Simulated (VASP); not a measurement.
Write the native input for VASP 6.6.1 that does the following.

| Item | Value |
| --- | --- |
| Task | single point |
| Functional | LDA |
| Potentials or basis | VASP PAW LDA potentials, release 64 (K_sv, Cd, F) |
| Cutoff | 520 eV |
| k mesh | 6 × 6 × 6 |
| Occupations | gaussian, width 0.05 eV |
| Spin | no spin polarisation |
| Dipole correction | no |
| Further INCAR settings | ALGO = Normal; EDIFF = 1e-06; NBANDS = 29 |

The structure of KCdF3 lies in POSCAR:

```
KCdF3
1.0
    4.5354621357      0.0000000000      0.0000000000
    0.0000000000      4.5354621357      0.0000000000
    0.0000000000      0.0000000000      4.3820890200
K Cd F
1 1 3
Direct
    0.0000000000      0.0000000000      0.0000000000
    0.5000000000      0.5000000000      0.5000000000
    0.0000000000      0.5000000000      0.5000000000
    0.5000000000      0.0000000000      0.5000000000
    0.5000000000      0.5000000000      0.0000000000
```

This cell differs from its parent crystal: strain +0.0350 x Voigt [1, 1, 0, 0, 0, 0].

One way to write it, as run:

INCAR

```
SYSTEM = KCdF3
PREC     = Accurate       ! precision mode
ENCUT    = 520            ! plane-wave cutoff, eV
EDIFF    = 1E-6           ! SCF threshold, eV
ISMEAR   = 0              ! smearing method
SIGMA    = 0.05           ! smearing width, eV
LREAL    = .False.        ! projectors in reciprocal space
LASPH    = .True.         ! aspherical terms in the spheres
NELM     = 60             ! most SCF steps
ALGO     = Normal         ! electronic algorithm
ISIF     = 2              ! what is computed and relaxed
LWAVE    = .False.        ! write WAVECAR
LCHARG   = .False.        ! write CHGCAR
NBANDS   = 29             ! bands
```

KPOINTS

```
Automatic mesh
0
Gamma
  6 6 6
  0 0 0
```

Potentials or basis: VASP PAW LDA potentials, release 64 (K_sv, Cd, F).

Launch:

```bash
$ cat potpaw_LDA.64/K_sv/POTCAR potpaw_LDA.64/Cd/POTCAR potpaw_LDA.64/F/POTCAR > POTCAR
$ mpirun -np 1 vasp_std > vasp.out
```

Results of the run:

```json
{"Pressure": "-6.2 GPa", "Band gap on the k mesh": "2.68 eV (least direct gap 4.11 eV)"}
```

Caveat: the cell differs from its parent crystal (strain +0.0350 x Voigt [1, 1, 0, 0, 0, 0]); the cell stands under tension.

Wall time 2.1 min on 1 thread of Intel Xeon 8259CL (shared host), peak memory 0.24 GiB.
